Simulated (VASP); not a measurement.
Here is a VASP 6.6.1 calculation.

Contents of INCAR:

```
PREC = Accurate
ENCUT = 520
EDIFF = 1E-6
ISMEAR = 0
SIGMA = 0.1
LREAL = False
LASPH = True
NELM = 150
ALGO = Normal
ISIF = 2
LWAVE = False
LCHARG = False
ISPIN = 2
MAGMOM = 0 0 0 3.5
LORBIT = 11
LMAXMIX = 4
GGA = PE
NBANDS = 22
```

File KPOINTS:

```
Automatic mesh
0
Gamma
  12 12 12
```

File POSCAR:

```
CoSi3
1.0
    3.9181465612      0.0000000000      0.0000000000
    0.0000000000      3.9181465612      0.0000000000
    0.0000000000      0.0000000000      3.9181465612
Si Co
3 1
Direct
    0.0000000000      0.5000000000      0.5000000000
    0.5000000000      0.0000000000      0.5000000000
    0.5000000000      0.5000000000      0.0000000000
    0.0000000000      0.0000000000      0.0000000000
```

Potentials or basis: VASP PAW PBE potentials, release 64 (Si, Co).

The run is started by

```console
$ cat potpaw_PBE.64/Si/POTCAR potpaw_PBE.64/Co/POTCAR > POTCAR
$ mpirun -np 1 vasp_std > vasp.out
```

What does it give for the pressure?

-14.7 GPa.

Predict the site moments.

Si +0.00; Co +0.77 μB.

Predict the net moment.

0.72 μB per cell.

Caveat: the cell stands under tension.
